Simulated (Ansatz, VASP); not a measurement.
**Two plane-wave programs on YHSe**

File INCAR:

```
SYSTEM = YHSe
  ALGO = Normal
  EDIFF = 1E-6
  ENCUT = 520
  GGA = CA
  ISIF = 2
  ISMEAR = 0
  LASPH = .True.
  LCHARG = .False.
  LREAL = .False.
  LWAVE = .False.
  NBANDS = 16
  NELM = 80
  PREC = Accurate
  SIGMA = 0.05
```

Contents of KPOINTS:

```
k-points
0
Gamma
  9 9 8
  0 0 0
```

POSCAR

```
YHSe
1.0
    3.6872940824      0.0000000000      0.0000000000
   -1.8436470412      3.1932903466      0.0000000000
    0.0000000000      0.0000000000      3.6023055952
Y H Se
1 1 1
Direct
    0.0000000000      0.0000000000      0.0000000000
    0.3333333333      0.6666666667      0.0000000000
    0.6666666667      0.3333333333      0.5000000000
```

Input for Ansatz:

```yaml
crystal:
  lattice:
    - [3.6872940824, 0.0, 0.0]
    - [-1.8436470412, 3.1932903466, 0.0]
    - [0.0, 0.0, 3.6023055952]
  atoms:
    - { symbol: "Y", position: [0.0, 0.0, 0.0] }
    - { symbol: H, position: [0.3333333333, 0.6666666667, 0.0] }
    - { symbol: Se, position: [0.6666666667, 0.3333333333, 0.5] }
basis:
  ecutwfc: 420
kpoints:
  mp_grid: { grid: [9, 9, 8] }
hamiltonian:
  xc: lda
scf:
  occupations: { method: gaussian, width: 0.05 }
output:
  forces: true
  stress: true
  eigenvalues: true
```

Change from the starting cell: strain -0.040 along x and y, -0.080 along z, atoms carried along.

Alike in both runs: task single point; functional LDA; k mesh 9 × 9 × 8; occupations gaussian, width 0.05 eV; no spin polarisation.

```csv
,VASP,Ansatz
version,VASP 6.6.1,Ansatz 0.2.0
potentials or method,"VASP PAW LDA potentials, release 64 (Y_sv, H, Se), cutoff 520 eV","scalar-relativistic, plane waves, PAW"
valence electrons in the cell,18,28
```

```csv
,VASP,Ansatz,Ansatz less VASP
gap on the k mesh at the Fermi level (eV),0.91,0.91,+0.006
least direct gap on the mesh (eV),1.51,1.53,+0.017
pressure (GPa),11.9,11.7,-0.16
"traceless stress, the component that is largest in VASP (GPa)",4.57,4.56,-0.017
```

LDA's correlation is that of Perdew and Zunger in VASP and of Perdew and Wang (1992) in Ansatz. VASP's potentials hold 18 valence electrons a cell and Ansatz's 28, so a difference there can come from the potentials and not from the codes.
